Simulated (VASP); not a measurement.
# Bi in VASP: a series of runs

Bi is run at these levels: PBEsol; tasks: single point.

Program: VASP 6.6.1. These are calculated values, not measurements. Logs are shortened: lines on timing, memory, paths and dates and some standing lists are left out, and cuts for length are marked.

## Step 1: The cell of the first run

It takes space group R-3m (No. 166, trigonal). Conventional cell: a = 4.561 Å, b = 4.561 Å, c = 11.901 Å, α = 90.00°, β = 90.00°, γ = 120.00°. Bi (site symmetry 3m) has 6 Bi at 3.08 to 3.54 Å within 4.1 Å.

## Step 2: Single point, PBEsol (35.74 Å³/atom)

Input file INCAR:

```
SYSTEM = Bi
PREC     = Accurate       ! precision mode
ENCUT    = 520            ! plane-wave cutoff, eV
EDIFF    = 1E-6           ! SCF threshold, eV
ISMEAR   = -1             ! smearing method
SIGMA    = 0.03           ! smearing width, eV
LREAL    = .False.        ! projectors in reciprocal space
LASPH    = .True.         ! aspherical terms in the spheres
NELM     = 60             ! most SCF steps
ALGO     = Normal         ! electronic algorithm
ISIF     = 2              ! what is computed and relaxed
LWAVE    = .False.        ! write WAVECAR
LCHARG   = .True.         ! write CHGCAR
GGA      = PS             ! functional
LELF     = .True.         ! ELF
LVHAR    = .True.       
NBANDS   = 22             ! bands
```

Input file KPOINTS:

```
Automatic mesh
0
Gamma
  10 10 10
  0 0 0
```

Input file POSCAR:

```
Bi
1.0
    2.2805512278      1.3166768653      3.9671363091
   -2.2805512278      1.3166768653      3.9671363091
    0.0000000000     -2.6333537305      3.9671363091
Bi
2
Direct
    0.2338900000      0.2338900000      0.2338900000
    0.7661100000      0.7661100000      0.7661100000
```

Potentials or basis: VASP PAW PBE potentials, release 64 (Bi_d).

The run is started by

```console
> cat potpaw_PBE.64/Bi_d/POTCAR > POTCAR
> mpirun -np 1 vasp_std > vasp.out
```

OUTCAR:

```text
SYSTEM = Bi
   PREC = Accurate
   ENCUT = 520
   EDIFF = 1E-6
   ISMEAR = -1
   LREAL = .False.
   LASPH = .True.
   NELM = 60
   ISIF = 2
   GGA = PS

 ion  position               nearest neighbor table
   1  0.234  0.234  0.234-   2 3.08   2 3.08   2 3.08   2 3.54   2 3.54   2 3.54
   2  0.766  0.766  0.766-   1 3.08   1 3.08   1 3.08   1 3.54   1 3.54   1 3.54

  LATTYP: Found a trigonal (rhomboedric) cell.
 ALAT       =     4.7615882188
 COS(alpha) =     0.5412184017

  Lattice vectors:

 A1 = (   2.2805512278,   1.3166768653,   3.9671363091)
 A2 = (  -2.2805512278,   1.3166768653,   3.9671363091)
 A3 = (   0.0000000000,  -2.6333537305,   3.9671363091)

Analysis of symmetry for initial positions (statically):
=====================================================================
 Subroutine PRICEL returns:
 Original cell was already a primitive cell.

 Routine SETGRP: Setting up the symmetry group for a
 trigonal (rhombohedral) supercell.

 Subroutine GETGRP returns: Found 12 space group operations
 (whereof 12 operations were pure point group operations)
 out of a pool of 12 trial point group operations.

The static configuration has the point symmetry D_3d.

Analysis of symmetry for dynamics (positions and initial velocities):
=====================================================================
 Subroutine PRICEL returns:
 Original cell was already a primitive cell.

 Routine SETGRP: Setting up the symmetry group for a
 trigonal (rhombohedral) supercell.

 Subroutine GETGRP returns: Found 12 space group operations
 (whereof 12 operations were pure point group operations)
 out of a pool of 12 trial point group operations.

The dynamic configuration has the point symmetry D_3d.

 Subroutine INISYM returns: Found 12 space group operations
 (whereof 12 operations are pure point group operations),
 and found     1 'primitive' translations

----------------------------------------------------------------------------------------

                                     Primitive cell

  volume of cell :      71.4739

  direct lattice vectors                    reciprocal lattice vectors
     2.280551228  1.316676865  3.967136309     0.219245239  0.126581298  0.084023665
    -2.280551228  1.316676865  3.967136309    -0.219245239  0.126581298  0.084023665
     0.000000000 -2.633353731  3.967136309     0.000000000 -0.253162596  0.084023665

  length of vectors
     4.761588219  4.761588219  4.761588219     0.266741966  0.266741966  0.266741966

  position of ions in fractional coordinates (direct lattice)
     0.233890000  0.233890000  0.233890000
     0.766110000  0.766110000  0.766110000

  ion indices of the primitive-cell ions
   primitive index   ion index
                 1           1
                 2           2

----------------------------------------------------------------------------------------

 KPOINTS: Automatic mesh

Automatic generation of k-mesh.
 Grid dimensions read from file:
 generate k-points for:   10   10   10

 Generating k-lattice:

  Cartesian coordinates                     Fractional coordinates (reciprocal lattice)
     0.021924524  0.012658130  0.008402367     0.100000000 -0.000000000  0.000000000
    -0.021924524  0.012658130  0.008402367    -0.000000000  0.100000000  0.000000000
     0.000000000 -0.025316260  0.008402367    -0.000000000 -0.000000000  0.100000000

  Length of vectors
     0.026674197  0.026674197  0.026674197

  Shift w.r.t. Gamma in fractional coordinates (k-lattice)
     0.000000000  0.000000000  0.000000000

 Subroutine IBZKPT returns following result:
 ===========================================

 Found    116 irreducible k-points:

 Following reciprocal coordinates:
            Coordinates               Weight
  0.000000  0.000000  0.000000      1.000000
  0.100000  0.000000 -0.000000      6.000000
  0.200000  0.000000 -0.000000      6.000000
  0.300000  0.000000  0.000000      6.000000
  0.400000  0.000000  0.000000      6.000000
  0.500000  0.000000 -0.000000      3.000000
[... 16 lines left out ...]
  0.300000  0.300000  0.000000      6.000000
  0.400000  0.300000  0.000000     12.000000
 [... further k-points ...]
   k-points           NKPTS =    116   k-points in BZ     NKDIM =    116   number of bands    NBANDS=     22
   number of dos      NEDOS =    301   number of ions     NIONS =      2
   total plane-waves  NPLWV =  46656
   dimension x,y,z NGX =    36 NGY =   36 NGZ =   36
   dimension x,y,z NGXF=    72 NGYF=   72 NGZF=   72
   ions per type =               2
   NGX,Y,Z   is equivalent  to a cutoff of  12.57, 12.57, 12.57 a.u.
   NGXF,Y,Z  is equivalent  to a cutoff of  25.14, 25.14, 25.14 a.u.
 SYSTEM =  Bi
   PREC   = accura    normal or accurate (medium, high low for compatibility)
   ISTART =      0    job   : 0-new  1-cont  2-samecut
   ICHARG =      2    charge: 1-file 2-atom 10-const
   ISPIN  =      1    spin polarized calculation?
   LNONCOLLINEAR =      F non collinear calculations
   LSORBIT =      F    spin-orbit coupling
   LASPH  =      T    aspherical Exc in radial PAW
   ENCUT  =  520.0 eV  38.22 Ry    6.18 a.u.   8.85  8.85  8.85*2*pi/ulx,y,z
   NELM   =     60;   NELMIN=  2; NELMDL= -5     # of ELM steps
   EDIFF  = 0.1E-05   stopping-criterion for ELM
   LREAL  =      F    real-space projection
   EDIFFG = 0.1E-04   stopping-criterion for IOM
   NSW    =      0    number of steps for IOM
   IBRION =     -1    ionic relax: 0-MD 1-quasi-New 2-CG
   NFREE  =      0    steps in history (QN), initial steepest desc. (CG)
   ISIF   =      2    stress and relaxation
   ISYM   =      2    0-nonsym 1-usesym 2-fastsym
   POTIM  = 0.5000    time-step for ionic-motion
   TEBEG  =    0.0;   TEEND  =   0.0 temperature during run
   PSTRESS=    0.0 pullay stress
   NELECT =      30.0000    total number of electrons
   NUPDOWN=      -1.0000    fix difference up-down
   EMIN   =  10.00;   EMAX   =-10.00  energy-range for DOS
   EFERMI =   0.00;   METHOD = LEGACY
   ISMEAR =    -1;   SIGMA  =   0.03  broadening in eV -4-tet -1-fermi 0-gaus
   EFERMI_NEDOS =   21; number of points for ismear=-14 and -15
   IALGO  =     38    algorithm
   IMIX   =      4    mixing-type and parameters
     AMIX     =   0.40;   BMIX     =  1.00
     AMIX_MAG =   1.60;   BMIX_MAG =  1.00
  volume/ion in A,a.u.               =      35.74       241.16
  Fermi-wavevector in a.u.,A,eV,Ry     =   1.225743  2.316319 20.442020  1.502446
  Thomas-Fermi vector in A             =   2.360770
   LORBIT       =      0    0 simple, 1 ext, 2 COOP (PROOUT), +10 PAW based schemes
   GGA     = PS    functional components
   LHFCALC =     F    Hartree Fock is set to
   AEXX    =    0.0000 exact exchange contribution
   IVDW    =     0    specifies the selected vdW correction
   LEPSILON=     F    determine dielectric tensor
   LRPA    =     F    only Hartree local field effects (RPA)
 non-spin polarized calculation
  energy-cutoff  :      520.00
  volume of cell :       71.47
 maximum number of plane-waves:      1961
   NGX = 17   NGY = 17   NGZ = 17

 number of electron      30.0000003 magnetization

 Free energy of the ion-electron system (eV)
  ---------------------------------------------------
  ext. energy  EPLUGINS =         0.00000000
  ---------------------------------------------------
  free energy    TOTEN  =        -8.59788550 eV

  energy without entropy =       -8.59732882  energy(sigma->0) =       -8.59760716

 E-fermi :   5.9405     XC(G=0):  -9.6277

 val. band max:        5.9310312985   @ k =  -0.4000   0.5000   0.4000
 cond. band min:       6.0263241156   @ k =   0.4000   0.1000   0.1000
 fundamental gap:      0.0952928171
 Fermi energy:         5.9404613979

 k-point     1 :       0.0000    0.0000    0.0000
  band No.  band energies     occupation
      1     -16.8393      2.00000
      2     -16.8393      2.00000
      3     -16.6933      2.00000
      4     -16.6933      2.00000
      5     -16.6776      2.00000
      6     -16.5164      2.00000
[... 14 lines left out ...]
     21      11.7552      0.00000
     22      11.9287      0.00000

 k-point     2 :       0.1000    0.0000   -0.0000
  band No.  band energies     occupation
      1     -16.8325      2.00000
      2     -16.8304      2.00000
      3     -16.6902      2.00000
      4     -16.6879      2.00000
      5     -16.6730      2.00000
      6     -16.5208      2.00000
[... 14 lines left out ...]
     21      11.8472      0.00000
     22      12.7534      0.00000

 k-point     3 :       0.2000    0.0000   -0.0000
  band No.  band energies     occupation
      1     -16.8131      2.00000
      2     -16.8045      2.00000
      3     -16.6823      2.00000
      4     -16.6725      2.00000
      5     -16.6588      2.00000
      6     -16.5352      2.00000
[... 14 lines left out ...]
     21      12.2862      0.00000
     22      14.3324      0.00000

 k-point     4 :       0.3000    0.0000    0.0000
  band No.  band energies     occupation
      1     -16.7856      2.00000
      2     -16.7644      2.00000
      3     -16.6725      2.00000
      4     -16.6495      2.00000
      5     -16.6359      2.00000
      6     -16.5604      2.00000
[... 14 lines left out ...]
     21      13.1152      0.00000
     22      15.9315      0.00000

 k-point     5 :       0.4000    0.0000    0.0000
  band No.  band energies     occupation
      1     -16.7587      2.00000
      2     -16.7155      2.00000
      3     -16.6639      2.00000
      4     -16.6229      2.00000
      5     -16.6162      2.00000
      6     -16.5862      2.00000
[... 417 lines left out ...]
 k-point    22 :      -0.2000    0.2000    0.0000
  band No.  band energies     occupation
      1     -16.8046      2.00000
      2     -16.7246      2.00000
      3     -16.6685      2.00000
      4     -16.6576      2.00000
      5     -16.6093      2.00000
      6     -16.5883      2.00000
[... 14 lines left out ...]
     21      14.0358      0.00000
     22      14.9466      0.00000

 k-point    23 :       0.3000    0.3000    0.0000
  band No.  band energies     occupation
      1     -16.8310      2.00000
      2     -16.7192      2.00000
      3     -16.6973      2.00000
      4     -16.6354      2.00000
      5     -16.6276      2.00000
      6     -16.5655      2.00000
[... 14 lines left out ...]
     21      14.2968      0.00000
     22      14.4382      0.00000

 k-point    24 :       0.4000    0.3000    0.0000
  band No.  band energies     occupation
      1     -16.8226      2.00000
      2     -16.7001      2.00000
      3     -16.6929      2.00000
      4     -16.6294      2.00000
      5     -16.6121      2.00000
      6     -16.5778      2.00000
[... 14 lines left out ...]
     21      15.1325      0.00000
     22      15.2544      0.00000

 [... further k-points ...]

------------------------ aborting loop because EDIFF is reached ----------------------------------------

  FORCE on cell =-STRESS in cart. coord.  units (eV):
  Direction    XX          YY          ZZ          XY          YZ          ZX
  --------------------------------------------------------------------------------------
  -------------------------------------------------------------------------------------
  Total       -0.5356030     -0.5356030     -0.4752534      0.0000000     -0.0000000      0.0000000
  in kB      -12.0062175    -12.0062175    -10.6534037      0.0000000     -0.0000000      0.0000000
  external PRESSURE =     -11.5552796 kB  Pullay stress =       0.0000000 kB

 VOLUME and BASIS-vectors are now :
 -----------------------------------------------------------------------------
  energy-cutoff  :      520.00
  volume of cell :       71.47
      direct lattice vectors                 reciprocal lattice vectors
     2.280551228  1.316676865  3.967136309     0.219245239  0.126581298  0.084023665
    -2.280551228  1.316676865  3.967136309    -0.219245239  0.126581298  0.084023665
     0.000000000 -2.633353731  3.967136309     0.000000000 -0.253162596  0.084023665

 POSITION                                       TOTAL-FORCE (eV/Angst)
 -----------------------------------------------------------------------------------
      0.00000      0.00000      2.78362         0.000000      0.000000      0.073569
      0.00000      0.00000      9.11779         0.000000     -0.000000     -0.073569
 -----------------------------------------------------------------------------------
    total drift:                                0.000000     -0.000000      0.000000

  FREE ENERGIE OF THE ION-ELECTRON SYSTEM (eV)
  ---------------------------------------------------
  free  energy   TOTEN  =        -8.5978854968 eV

  energy  without entropy=       -8.5973288190  energy(sigma->0) =       -8.59760716
```

Run time: 50 s. Hardware: 1 thread of Intel Xeon 6975P-C (Granite Rapids), shared host; peak memory 0.29 GiB.

What came out:

| Item | Value |
| --- | --- |
| Free energy | -8.5979 eV |
| Pressure | -1.2 GPa |
| Largest force | 0.074 eV/Å |
| Band gap on the k mesh | zero (bands 15 and 16 overlap by 0.21 eV) |

Forces on the atoms (eV/Å):
```
Bi   0.000  0.000  0.074
Bi   0.000  0.000 -0.074
```

Caveat: the PAW data sets were made with another functional, which shifts forces and pressure a little; spin-orbit coupling is left out, which moves the levels of the heavy elements.

## Step 3: Single point, PBEsol (36.80 Å³/atom)

This run uses another cell than the first one, of 36.80 Å³/atom.

Input file INCAR:

```
ALGO = Normal
EDIFF = 1E-6
ENCUT = 520
GGA = PS
ISIF = 2
ISMEAR = -1
LASPH = True
LCHARG = False
LREAL = False
LWAVE = False
NBANDS = 22
NELM = 100
PREC = Accurate
SIGMA = 0.03
```

Input file KPOINTS:

```
k-points
0
Gamma
  10 10 10
```

Input file POSCAR:

```
Bi
1.0
    2.3029109990      1.3295862852      4.0060322827
   -2.3029109990      1.3295862852      4.0060322827
    0.0000000000     -2.6591725704      4.0060322827
Bi
2
Direct
    0.2338900000      0.2338900000      0.2338900000
    0.7661100000      0.7661100000      0.7661100000
```

Potentials or basis: VASP PAW PBE potentials, release 64 (Bi_d).

The run is started by

```console
> cat potpaw_PBE.64/Bi_d/POTCAR > POTCAR
> mpirun -np 1 vasp_std > vasp.out
```

It took 47 s on 1 thread of Intel Xeon 6975P-C (Granite Rapids), shared host; peak memory 0.29 GiB.

Results (log left out):

```
Free energy            : -8.5753 eV
Pressure               : -2.4 GPa
Largest force          : 0.052 eV/Å
Band gap on the k mesh : zero (bands 15 and 16 overlap by 0.19 eV)
```

Forces in eV/Å, atoms in the order of the input:
```
Bi   0.000  0.000 -0.052
Bi   0.000  0.000  0.052
```

Stress tensor (GPa, compression positive):
```
-2.48  0.00  0.00
 0.00 -2.48  0.00
 0.00  0.00 -2.13
```

Levels at points of the mesh, in eV from the Fermi level:
```tsv
k point	band 12	band 13	band 14	band 15	band 16	band 17	band 18	band 19
(0.00, 0.00, 0.00)	-7.59	-1.33	-1.09	-1.09	2.48	2.93	2.93	5.67
(0.50, 0.00, 0.00)	-10.35	-1.23	-1.06	-0.24	-0.20	0.61	1.09	7.43
(0.50, 0.50, 0.00)	-9.41	-4.40	-2.79	-2.69	2.44	4.77	5.29	6.45
(0.50, 0.50, 0.50)	-9.76	-0.92	-0.51	-0.51	0.73	0.76	0.76	6.91
```

Caveat: the PAW data sets were made with another functional, which shifts forces and pressure a little; spin-orbit coupling is left out, which moves the levels of the heavy elements.

## Step 4: Single point, PBEsol (equal xy, yz and zx shear strains of -1 %)

Input file INCAR:

```
SYSTEM = Bi
ALGO = Normal
EDIFF = 1E-7
ENCUT = 520
GGA = PS
ISIF = 2
ISMEAR = -1
LASPH = .True.
LCHARG = .False.
LREAL = .False.
LWAVE = .False.
NBANDS = 22
NELM = 60
PREC = Accurate
SIGMA = 0.03
```

Input file KPOINTS:

```
k-points
0
Gamma
  10 10 10
  0 0 0
```

Input file POSCAR:

```
Bi
1.0
    2.2466680935      1.2811819778      3.9360734167
   -2.2993312633      1.3039119746      3.9588034135
   -0.0066468302     -2.6444039523      3.9671231698
Bi
2
Direct
    0.2338900000      0.2338900000      0.2338900000
    0.7661100000      0.7661100000      0.7661100000
```

The run is started by

```console
> cat potpaw_PBE.64/Bi_d/POTCAR > POTCAR
> mpirun -np 1 vasp_std > vasp.out
```

It took 5 min on 1 thread of Intel Xeon Platinum 8488C (Sapphire Rapids), shared host; peak memory 0.67 GiB.

The run converged. Its results:

* Free energy: -8.6001 eV
* Pressure: -0.7 GPa
* Largest force: 0.135 eV/Å
* Band gap on the k mesh: zero (bands 15 and 16 overlap by 0.27 eV)

Forces in eV/Å, atoms in the order of the input:
```
Bi   0.027  0.060  0.118
Bi  -0.027 -0.060 -0.118
```

Stress tensor (GPa, compression positive):
```
-0.95  0.08  0.22
 0.08 -0.49  0.45
 0.22  0.45 -0.66
```

Levels at points of the mesh, in eV from the Fermi level:
```tsv
k point	band 11	band 12	band 13	band 14	band 15	band 16	band 17	band 18	band 19	band 20
(0.00, 0.00, 0.00)	-13.03	-7.45	-1.43	-1.23	-1.07	2.51	2.93	3.07	5.66	5.75
(0.50, 0.00, 0.00)	-11.11	-10.45	-1.35	-1.19	-0.29	-0.27	0.53	1.03	7.58	8.54
(0.00, 0.50, 0.00)	-11.14	-10.48	-1.28	-1.10	-0.19	-0.19	0.58	1.12	7.44	8.41
(0.50, 0.50, 0.00)	-11.17	-9.48	-4.64	-2.99	-2.83	2.35	4.94	5.45	6.86	9.34
(0.00, 0.00, 0.50)	-11.12	-10.50	-1.24	-1.13	-0.23	-0.22	0.60	1.08	7.43	8.39
(0.50, 0.00, 0.50)	-11.23	-9.41	-4.63	-3.00	-2.79	2.38	4.94	5.50	6.77	9.35
(0.00, 0.50, 0.50)	-11.25	-9.39	-4.62	-2.93	-2.86	2.36	4.98	5.44	6.70	9.33
(0.50, 0.50, 0.50)	-11.82	-9.86	-0.93	-0.59	-0.53	0.72	0.76	0.78	6.97	8.98
```

Caveat: the cell differs from its parent crystal (equal xy, yz and zx shear strains of -1 %); the PAW data sets were made with another functional, which shifts forces and pressure a little; spin-orbit coupling is left out, which moves the levels of the heavy elements.

(Part 1 of 2 ends here.)
